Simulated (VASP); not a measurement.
NiSbO4: single point with PBE

Crystal: NiSbO4.

```
Ni Sb O
1.0
     0.00000    3.17988    3.17988
     3.17988    0.00000    3.17988
     3.17988    3.17988    0.00000
Ni Sb O
1 1 4
Direct
  0.25000 0.25000 0.25000
  0.00000 0.00000 0.00000
  0.12605 0.62465 0.62465
  0.62465 0.12605 0.62465
  0.62465 0.62465 0.12605
  0.62465 0.62465 0.62465
```

The cell was built from a structure type or drawn by symmetry, and may not be a known phase.

```yaml
Program: VASP 6.6.1
Task: single point
Functional: PBE
Potentials_or_basis: VASP PAW PBE potentials, release 64 (Ni, Sb, O)
Cutoff: 520 eV
k_mesh: 4 × 4 × 4
Occupations: gaussian, width 0.1 eV
Spin: collinear spin, ferromagnetic start
Starting_moments: "[2.0, 0.0, 0.0, 0.0, 0.0, 0.0] μB"
Dipole_correction: no
Further_INCAR_settings: ALGO = Normal; EDIFF = 1e-07; NBANDS = 32
```

```
Pressure                                              : -0.5 GPa
Largest force                                         : 0.202 eV/Å
Net moment                                            : 0.51 μB per cell
Site moments                                          : Ni +0.70; Sb -0.03; O -0.02 μB
Valence electrons inside the program's atomic spheres : Ni 8.85; Sb 2.12; O 4.74
```

Forces on the atoms (eV/Å):
```
Ni   0.000  0.000  0.000
Sb   0.000  0.000  0.000
O    0.117 -0.117 -0.117
O   -0.117  0.117 -0.117
O   -0.117 -0.117  0.117
O    0.117  0.117  0.117
```

Levels at points of the mesh, in eV from the Fermi level:
Spin up:
| k point | band 17 | band 18 | band 19 | band 20 | band 21 | band 22 | band 23 | band 24 |
| --- | --- | --- | --- | --- | --- | --- | --- | --- |
| (0.00, 0.00, 0.00) | -0.13 | -0.13 | -0.13 | 1.08 | 1.08 | 1.08 | 1.94 | 1.94 |
| (0.50, 0.00, 0.00) | -0.83 | -0.83 | -0.77 | -0.10 | 0.56 | 1.04 | 1.04 | 3.63 |
| (0.50, 0.50, 0.00) | -1.30 | -1.26 | -0.82 | -0.60 | 0.86 | 0.86 | 1.89 | 3.59 |
Spin down:
| k point | band 15 | band 16 | band 17 | band 18 | band 19 | band 20 | band 21 | band 22 | band 23 | band 24 |
| --- | --- | --- | --- | --- | --- | --- | --- | --- | --- | --- |
| (0.00, 0.00, 0.00) | 0.04 | 0.04 | 0.07 | 0.07 | 0.07 | 0.62 | 0.62 | 0.62 | 1.97 | 1.97 |
| (0.50, 0.00, 0.00) | -0.56 | -0.56 | -0.37 | -0.22 | -0.22 | 0.10 | 0.61 | 0.64 | 0.64 | 3.70 |
| (0.50, 0.50, 0.00) | -1.04 | -0.99 | -0.99 | -0.67 | -0.46 | 0.19 | 0.53 | 0.53 | 1.98 | 3.66 |

Run time: 67 s on 1 thread of Intel(R) Xeon(R) 6975P-C (Granite Rapids) (shared host), peak memory 0.25 GiB.

Caveat: the k points lie up to 0.43 Å⁻¹ apart; spin-orbit coupling is left out, which moves the levels of the heavy elements; a cell with one magnetic atom can't hold antiferromagnetic order, which such compounds often take; semilocal functionals often make such compounds metallic where correlation or magnetic order opens a gap, which also shifts bond lengths. With open d or f shells a metallic result of PBE can be an artefact of self-interaction; +U or a hybrid may open a gap.
